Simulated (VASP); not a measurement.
# Ca (Pm-3n) in VASP: a series of runs

Ca is run at these levels: PBE; tasks: single point.

All numbers are computed with VASP 6.6.1; they aren't measurements. Logs are shortened: lines on timing, memory, paths and dates and some standing lists are left out, and cuts for length are marked.

## (1) The cell of the first run

The structure is cubic, space group Pm-3n (No. 223). Conventional cell: a = 7.058 Å, b = 7.058 Å, c = 7.058 Å, α = 90.00°, β = 90.00°, γ = 90.00°. Ca (site symmetry m-3) has 12 Ca at 3.95 Å within 5.2 Å. Within 4.6 Å of Ca (site symmetry -4m2) lie 14 Ca at 3.53 to 4.32 Å.

## (2) Single point, PBE

File INCAR:

```
SYSTEM = Ca
  PREC = Accurate
  ENCUT = 520
  EDIFF = 1E-6
  ISMEAR = 0
  SIGMA = 0.1
  LREAL = .False.
  LASPH = .True.
  NELM = 80
  ALGO = Fast
  ISIF = 2
  LWAVE = .False.
  LCHARG = .False.
  GGA = PE
  NBANDS = 50
```

File KPOINTS:

```
regular mesh
0
Gamma
  4 4 4
  0 0 0
```

File POSCAR:

```
Ca
1.0
    7.0578195955      0.0000000000      0.0000000000
    0.0000000000      7.0578195955      0.0000000000
    0.0000000000      0.0000000000      7.0578195955
Ca
8
Direct
    0.5000000000      0.5000000000      0.5000000000
    0.0000000000      0.0000000000      0.0000000000
    0.2500000000      0.0000000000      0.5000000000
    0.5000000000      0.2500000000      0.0000000000
    0.5000000000      0.7500000000      0.0000000000
    0.7500000000      0.0000000000      0.5000000000
    0.0000000000      0.5000000000      0.7500000000
    0.0000000000      0.5000000000      0.2500000000
```

Potentials or basis: VASP PAW PBE potentials, release 64 (Ca_sv).

The run is started by

```bash
$ cat potpaw_PBE.64/Ca_sv/POTCAR > POTCAR
$ mpirun -np 1 vasp_std > vasp.out
```

OUTCAR:

```text
SYSTEM = Ca
   PREC = Accurate
   ENCUT = 520
   EDIFF = 1E-6
   ISMEAR = 0
   LREAL = .False.
   LASPH = .True.
   NELM = 80
   ISIF = 2
   GGA = PE

 ion  position               nearest neighbor table
   1  0.500  0.500  0.500-
   2  0.000  0.000  0.000-
   3  0.250  0.000  0.500-
   4  0.500  0.250  0.000-
   5  0.500  0.750  0.000-
   6  0.750  0.000  0.500-
   7  0.000  0.500  0.750-
   8  0.000  0.500  0.250-

  LATTYP: Found a simple cubic cell.
 ALAT       =     7.0578195955

  Lattice vectors:

 A1 = (   7.0578195955,   0.0000000000,   0.0000000000)
 A2 = (   0.0000000000,   7.0578195955,   0.0000000000)
 A3 = (   0.0000000000,   0.0000000000,   7.0578195955)

Analysis of symmetry for initial positions (statically):
=====================================================================
 Subroutine PRICEL returns:
 Original cell was already a primitive cell.

 Routine SETGRP: Setting up the symmetry group for a
 simple cubic supercell.

 Subroutine GETGRP returns: Found 48 space group operations
 (whereof 24 operations were pure point group operations)
 out of a pool of 48 trial point group operations.

The static configuration has the point symmetry T_h .
 The point group associated with its full space group is O_h .

Analysis of symmetry for dynamics (positions and initial velocities):
=====================================================================
 Subroutine PRICEL returns:
 Original cell was already a primitive cell.

 Routine SETGRP: Setting up the symmetry group for a
 simple cubic supercell.

 Subroutine GETGRP returns: Found 48 space group operations
 (whereof 24 operations were pure point group operations)
 out of a pool of 48 trial point group operations.

The dynamic configuration has the point symmetry T_h .
 The point group associated with its full space group is O_h .

 Subroutine INISYM returns: Found 48 space group operations
 (whereof 24 operations are pure point group operations),
 and found     1 'primitive' translations

----------------------------------------------------------------------------------------

                                     Primitive cell

  volume of cell :     351.5699

  direct lattice vectors                    reciprocal lattice vectors
     7.057819595  0.000000000  0.000000000     0.141686818  0.000000000  0.000000000
     0.000000000  7.057819595  0.000000000     0.000000000  0.141686818  0.000000000
     0.000000000  0.000000000  7.057819595     0.000000000  0.000000000  0.141686818

  length of vectors
     7.057819595  7.057819595  7.057819595     0.141686818  0.141686818  0.141686818

  position of ions in fractional coordinates (direct lattice)
     0.500000000  0.500000000  0.500000000
     0.000000000  0.000000000  0.000000000
     0.250000000  0.000000000  0.500000000
     0.500000000  0.250000000  0.000000000
     0.500000000  0.750000000  0.000000000
     0.750000000  0.000000000  0.500000000
     0.000000000  0.500000000  0.750000000
     0.000000000  0.500000000  0.250000000

  ion indices of the primitive-cell ions
   primitive index   ion index
                 1           1
                 2           2
                 3           3
                 4           4
                 5           5
                 6           6
                 7           7
                 8           8

----------------------------------------------------------------------------------------

 KPOINTS: regular mesh

Automatic generation of k-mesh.
 Grid dimensions read from file:
 generate k-points for:    4    4    4

 Generating k-lattice:

  Cartesian coordinates                     Fractional coordinates (reciprocal lattice)
     0.035421704  0.000000000  0.000000000     0.250000000  0.000000000  0.000000000
     0.000000000  0.035421704  0.000000000     0.000000000  0.250000000  0.000000000
     0.000000000  0.000000000  0.035421704     0.000000000  0.000000000  0.250000000

  Length of vectors
     0.035421704  0.035421704  0.035421704

  Shift w.r.t. Gamma in fractional coordinates (k-lattice)
     0.000000000  0.000000000  0.000000000

 Subroutine IBZKPT returns following result:
 ===========================================

 Found     10 irreducible k-points:

 Following reciprocal coordinates:
            Coordinates               Weight
  0.000000  0.000000  0.000000      1.000000
  0.250000  0.000000  0.000000      6.000000
  0.500000  0.000000  0.000000      3.000000
  0.250000  0.250000  0.000000     12.000000
  0.500000  0.250000  0.000000     12.000000
  0.500000  0.500000  0.000000      3.000000
  0.250000  0.250000  0.250000      8.000000
  0.500000  0.250000  0.250000     12.000000
  0.500000  0.500000  0.250000      6.000000
  0.500000  0.500000  0.500000      1.000000
   k-points           NKPTS =     10   k-points in BZ     NKDIM =     10   number of bands    NBANDS=     50
   number of dos      NEDOS =    301   number of ions     NIONS =      8
   total plane-waves  NPLWV = 157464
   dimension x,y,z NGX =    54 NGY =   54 NGZ =   54
   dimension x,y,z NGXF=   108 NGYF=  108 NGZF=  108
   ions per type =               8
   NGX,Y,Z   is equivalent  to a cutoff of  12.72, 12.72, 12.72 a.u.
   NGXF,Y,Z  is equivalent  to a cutoff of  25.44, 25.44, 25.44 a.u.
 SYSTEM =  Ca
   PREC   = accura    normal or accurate (medium, high low for compatibility)
   ISTART =      0    job   : 0-new  1-cont  2-samecut
   ICHARG =      2    charge: 1-file 2-atom 10-const
   ISPIN  =      1    spin polarized calculation?
   LNONCOLLINEAR =      F non collinear calculations
   LSORBIT =      F    spin-orbit coupling
   LASPH  =      T    aspherical Exc in radial PAW
   ENCUT  =  520.0 eV  38.22 Ry    6.18 a.u.  13.12 13.12 13.12*2*pi/ulx,y,z
   NELM   =     80;   NELMIN=  2; NELMDL= -5     # of ELM steps
   EDIFF  = 0.1E-05   stopping-criterion for ELM
   LREAL  =      F    real-space projection
   EDIFFG = 0.1E-04   stopping-criterion for IOM
   NSW    =      0    number of steps for IOM
   IBRION =     -1    ionic relax: 0-MD 1-quasi-New 2-CG
   NFREE  =      0    steps in history (QN), initial steepest desc. (CG)
   ISIF   =      2    stress and relaxation
   ISYM   =      2    0-nonsym 1-usesym 2-fastsym
   POTIM  = 0.5000    time-step for ionic-motion
   TEBEG  =    0.0;   TEEND  =   0.0 temperature during run
   PSTRESS=    0.0 pullay stress
   NELECT =      80.0000    total number of electrons
   NUPDOWN=      -1.0000    fix difference up-down
   EMIN   =  10.00;   EMAX   =-10.00  energy-range for DOS
   EFERMI =   0.00;   METHOD = LEGACY
   ISMEAR =     0;   SIGMA  =   0.10  broadening in eV -4-tet -1-fermi 0-gaus
   EFERMI_NEDOS =   21; number of points for ismear=-14 and -15
   IALGO  =     68    algorithm
   IMIX   =      4    mixing-type and parameters
     AMIX     =   0.40;   BMIX     =  1.00
     AMIX_MAG =   1.60;   BMIX_MAG =  1.00
  volume/ion in A,a.u.               =      43.95       296.56
  Fermi-wavevector in a.u.,A,eV,Ry     =   0.999465  1.888715 13.591273  0.998930
  Thomas-Fermi vector in A             =   2.131757
   LORBIT       =      0    0 simple, 1 ext, 2 COOP (PROOUT), +10 PAW based schemes
   GGA     = PE    functional components
   LHFCALC =     F    Hartree Fock is set to
   AEXX    =    0.0000 exact exchange contribution
   IVDW    =     0    specifies the selected vdW correction
   LEPSILON=     F    determine dielectric tensor
   LRPA    =     F    only Hartree local field effects (RPA)
 non-spin polarized calculation
 RMM-DIIS sequential band-by-band and
 Gauss-broadening in eV      SIGMA  =   0.10
  energy-cutoff  :      520.00
  volume of cell :      351.57
 maximum number of plane-waves:      9504
 NGX is ok and might be reduce to    54
   NGX = 27   NGY = 27   NGZ = 27

 number of electron      80.0000017 magnetization

 Free energy of the ion-electron system (eV)
  ---------------------------------------------------
  ext. energy  EPLUGINS =         0.00000000
  ---------------------------------------------------
  free energy    TOTEN  =       -15.14292002 eV

  energy without entropy =      -15.10244060  energy(sigma->0) =      -15.12268031

 E-fermi :   1.8637     XC(G=0):  -7.6051

 val. band max:        1.8263145771   @ k =   0.2500   0.2500   0.2500
 cond. band min:       1.8922948198   @ k =   0.2500   0.0000   0.0000
 fundamental gap:      0.0659802427
 Fermi energy:         1.8636920528

 k-point     1 :       0.0000    0.0000    0.0000
  band No.  band energies     occupation
      1     -40.3096      2.00000
      2     -40.3038      2.00000
      3     -40.3038      2.00000
      4     -40.2914      2.00000
      5     -40.2889      2.00000
      6     -40.2880      2.00000
[... 42 lines left out ...]
     49       2.5481      0.00000
     50       2.5583      0.00000

 k-point     2 :       0.2500    0.0000    0.0000
  band No.  band energies     occupation
      1     -40.3082      2.00000
      2     -40.3042      2.00000
      3     -40.3021      2.00000
      4     -40.2924      2.00000
      5     -40.2894      2.00000
      6     -40.2893      2.00000
[... 42 lines left out ...]
     49       2.7501      0.00000
     50       2.8062      0.00000

 k-point     3 :       0.5000    0.0000    0.0000
  band No.  band energies     occupation
      1     -40.3057      2.00000
      2     -40.3057      2.00000
      3     -40.2972      2.00000
      4     -40.2972      2.00000
      5     -40.2899      2.00000
      6     -40.2899      2.00000
[... 360 lines left out ...]
     49       2.9439      0.00000
     50       2.9851      0.00000

 k-point    10 :       0.5000    0.5000    0.5000
  band No.  band energies     occupation
      1     -40.2964      2.00000
      2     -40.2964      2.00000
      3     -40.2964      2.00000
      4     -40.2964      2.00000
      5     -40.2964      2.00000
      6     -40.2964      2.00000
[... 42 lines left out ...]
     49       3.0942      0.00000
     50       3.1504      0.00000

------------------------ aborting loop because EDIFF is reached ----------------------------------------

  FORCE on cell =-STRESS in cart. coord.  units (eV):
  Direction    XX          YY          ZZ          XY          YZ          ZX
  --------------------------------------------------------------------------------------
  -------------------------------------------------------------------------------------
  Total       -1.2622930     -1.2622930     -1.2622930      0.0000000     -0.0000000      0.0000000
  in kB       -5.7525328     -5.7525328     -5.7525328      0.0000000     -0.0000000      0.0000000
  external PRESSURE =      -5.7525328 kB  Pullay stress =       0.0000000 kB

 VOLUME and BASIS-vectors are now :
 -----------------------------------------------------------------------------
  energy-cutoff  :      520.00
  volume of cell :      351.57
      direct lattice vectors                 reciprocal lattice vectors
     7.057819595  0.000000000  0.000000000     0.141686818  0.000000000  0.000000000
     0.000000000  7.057819595  0.000000000     0.000000000  0.141686818  0.000000000
     0.000000000  0.000000000  7.057819595     0.000000000  0.000000000  0.141686818

 POSITION                                       TOTAL-FORCE (eV/Angst)
 -----------------------------------------------------------------------------------
      3.52891      3.52891      3.52891        -0.000000     -0.000000     -0.000000
      0.00000      0.00000      0.00000        -0.000000     -0.000000     -0.000000
      1.76445      0.00000      3.52891         0.000000      0.000000      0.000000
      3.52891      1.76445      0.00000        -0.000000     -0.000000      0.000000
      3.52891      5.29336      0.00000        -0.000000     -0.000000     -0.000000
      5.29336      0.00000      3.52891        -0.000000     -0.000000     -0.000000
      0.00000      3.52891      5.29336        -0.000000      0.000000      0.000000
      0.00000      3.52891      1.76445         0.000000      0.000000     -0.000000
 -----------------------------------------------------------------------------------
    total drift:                                0.000000      0.000000      0.000000

  FREE ENERGIE OF THE ION-ELECTRON SYSTEM (eV)
  ---------------------------------------------------
  free  energy   TOTEN  =       -15.1429200178 eV

  energy  without entropy=      -15.1024406014  energy(sigma->0) =      -15.12268031
```

It took 10 min on 1 thread of Intel Xeon Platinum 8259CL at 2.50GHz (Skylake/Cascade Lake), shared host; peak memory 0.45 GiB.

Results:

```yaml
Free_energy: -15.1429 eV
Pressure: -0.6 GPa
Band_gap_on_the_k_mesh: zero (bands 40 and 41 overlap by 0.72 eV)
```

## (3) Single point, PBE

This run uses another cell than the first one, of 42.46 Å³/atom.

File INCAR:

```
PREC = Accurate ; ENCUT = 520
EDIFF = 1E-7 ; ISMEAR = 0
SIGMA = 0.1 ; LREAL = False
LASPH = True ; NELM = 80
ALGO = Fast ; ISIF = 2
LWAVE = False ; LCHARG = True
GGA = PE ; LELF = True
LVHAR = True ; NBANDS = 50
```

File KPOINTS:

```
Automatic mesh
0
Gamma
  6 6 6
```

POSCAR: that of step 2 with these lines changed.

```diff
@@ -2,5 +2,5 @@
 1.0
-    7.0578195955      0.0000000000      0.0000000000
-    0.0000000000      7.0578195955      0.0000000000
-    0.0000000000      0.0000000000      7.0578195955
+    6.9770996298      0.0000000000      0.0000000000
+    0.0000000000      6.9770996298      0.0000000000
+    0.0000000000      0.0000000000      6.9770996298
 Ca
```

Potentials or basis: VASP PAW PBE potentials, release 64 (Ca_sv).

The run is started by

```bash
$ cat potpaw_PBE.64/Ca_sv/POTCAR > POTCAR
$ mpirun -np 1 vasp_std > vasp.out
```

It took 21 min on 1 thread of Intel Xeon Platinum 8259CL at 2.50GHz (Skylake/Cascade Lake), shared host; peak memory 0.53 GiB.

Results (log left out):

```yaml
Free_energy: -15.1433 eV
Pressure: 0.0 GPa
Band_gap_on_the_k_mesh: zero (bands 40 and 41 overlap by 0.70 eV)
```

Levels at points of the mesh, in eV from the Fermi level:
```tsv
k point	band 38	band 39	band 40	band 41	band 42	band 43
(0.00, 0.00, 0.00)	-0.76	-0.76	0.46	0.46	0.46	0.48
(0.50, 0.00, 0.00)	-0.56	-0.24	-0.24	-0.24	-0.24	0.63
(0.50, 0.50, 0.00)	-0.29	-0.29	-0.22	0.21	0.21	0.31
(0.50, 0.50, 0.50)	-1.62	-1.62	-1.62	0.99	0.99	0.99
```
